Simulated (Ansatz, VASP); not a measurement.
Two plane-wave programs on Fe3PdC

INCAR

```
SYSTEM = Fe3PdC
ALGO = Normal ; EDIFF = 1E-7
ENCUT = 520 ; GGA = PE
ISIF = 2 ; ISMEAR = 0
LASPH = .True. ; LCHARG = .False.
LREAL = .False. ; LWAVE = .False.
NBANDS = 27 ; NELM = 100
PREC = Accurate ; SIGMA = 0.1
```

KPOINTS

```
k-points
0
Gamma
  10 10 10
  0 0 0
```

File POSCAR:

```
Fe3PdC
1.0
    3.8552527270      0.0000000000      0.0000000000
    0.0000000000      3.8552527270      0.0000000000
    0.0000000000      0.0000000000      3.8552527270
Pd C Fe
1 1 3
Direct
    0.0000000000      0.0000000000      0.0000000000
    0.5000000000      0.5000000000      0.5000000000
    0.5000000000      0.5000000000      0.0000000000
    0.5000000000      0.0000000000      0.5000000000
    0.0000000000      0.5000000000      0.5000000000
```

Input for Ansatz:

```yaml
crystal:
  lattice:
    - [3.855252727, 0.0, 0.0]
    - [0.0, 3.855252727, 0.0]
    - [0.0, 0.0, 3.855252727]
  atoms:
    - { symbol: Pd, position: [0.0, 0.0, 0.0] }
    - { symbol: C, position: [0.5, 0.5, 0.5] }
    - { symbol: Fe, position: [0.5, 0.5, 0.0] }
    - { symbol: Fe, position: [0.5, 0.0, 0.5] }
    - { symbol: Fe, position: [0.0, 0.5, 0.5] }
basis:
  ecutwfc: 420
kpoints:
  mp_grid: { grid: [10, 10, 10] }
hamiltonian:
  xc: pbe
scf:
  occupations: { method: gaussian, width: 0.1 }
  lower_state_search: "off"
output:
  forces: true
  stress: true
  eigenvalues: true
```

Alike in both runs: task single point; functional PBE; k mesh 10 × 10 × 10; occupations gaussian, width 0.1 eV; no spin polarisation.

|  | VASP | Ansatz |
| --- | --- | --- |
| version | VASP 6.6.1 | Ansatz 0.2.0 |
| potentials or method | VASP PAW PBE potentials, release 64 (Pd, C, Fe), cutoff 520 eV | scalar-relativistic, plane waves, PAW |
| valence electrons in the cell | 38 | 70 |

```tsv
	VASP	Ansatz	Ansatz less VASP
gap on the k mesh at the Fermi level (eV)	none	none	-
pressure (GPa)	-14.7	-15.4	-0.62
```

A gap of «none» marks a metal or a gap that the smearing closes. VASP's potentials hold 38 valence electrons a cell and Ansatz's 70, so a difference there can come from the potentials and not from the codes.
